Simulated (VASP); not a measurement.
Here is a VASP 6.6.1 calculation.

Contents of INCAR:

```
SYSTEM = Eu
  PREC = Accurate
  ENCUT = 520
  EDIFF = 1E-6
  ISMEAR = -1
  SIGMA = 0.1
  LREAL = .False.
  LASPH = .True.
  NELM = 150
  ALGO = Normal
  ISIF = 2
  LWAVE = .False.
  LCHARG = .False.
  ISPIN = 2
  MAGMOM = 7
  LORBIT = 11
  LMAXMIX = 6
  GGA = PE
  IVDW = 12
  NBANDS = 18
```

File KPOINTS:

```
Automatic mesh
0
Gamma
  7 7 7
  0 0 0
```

Contents of POSCAR:

```
Eu
1.0
   -2.3030000000      2.3030000000      2.3030000000
    2.3030000000     -2.3030000000      2.3030000000
    2.3030000000      2.3030000000     -2.3030000000
Eu
1
Direct
    0.0000000000      0.0000000000      0.0000000000
```

Potentials or basis: VASP PAW PBE potentials, release 64 (Eu).

The run is started by

```console
$ cat potpaw_PBE.64/Eu/POTCAR > POTCAR
$ mpirun -np 1 vasp_std > vasp.out
```

Q: Estimate the dispersion energy per atom.

A: -0.241 eV.

Q: What does it give for the net moment?

A: 7.39 μB per cell.

Q: Estimate the site moments.

A: Eu +6.70 μB.

Q: What does it give for the pressure?

A: -2.6 GPa.

Caveat: three body term missing; pairwise dispersion overbinds metals, which lowers pressure and volume. The state reached can hang on the start; a lower one may exist.
